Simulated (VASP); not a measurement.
Zr, 2 atoms in the cell. Symmetry: Fd-3m, No. 227, cubic system. Conventional cell: a = 4.567 Å, b = 4.567 Å, c = 4.567 Å, α = 90.00°, β = 90.00°, γ = 90.00°. Zr (site symmetry -43m) has 4 Zr at 1.98 Å within 2.6 Å.  This cell differs from its parent crystal: volume scaled by 0.43.

| Property | Result |
| --- | --- |
| Program | VASP 6.6.1 |
| Task | single point |
| Functional | LDA |
| Potentials or basis | VASP PAW LDA potentials, release 64 (Zr_sv) |
| Cutoff | 520 eV |
| k mesh | 12 × 12 × 12 |
| Occupations | fermi-dirac, width 0.08 eV |
| Spin | no spin polarisation |
| Dipole correction | no |
| Further INCAR settings | ALGO = Normal; EDIFF = 1e-07; NBANDS = 19 |

Potentials or basis: VASP PAW LDA potentials, release 64 (Zr_sv).

Run with:

```bash
$ cat potpaw_LDA.64/Zr_sv/POTCAR > POTCAR
$ mpirun -np 1 vasp_std > vasp.out
```

Hardware: 1 thread of Intel Xeon 8259CL, on a shared host.

Task: How long does it take, and how much memory?

Result: Run time: 32 s on 1 thread of Intel Xeon 8259CL (shared host), peak memory 0.15 GiB. Counts: scf iterations 13, k points 72.
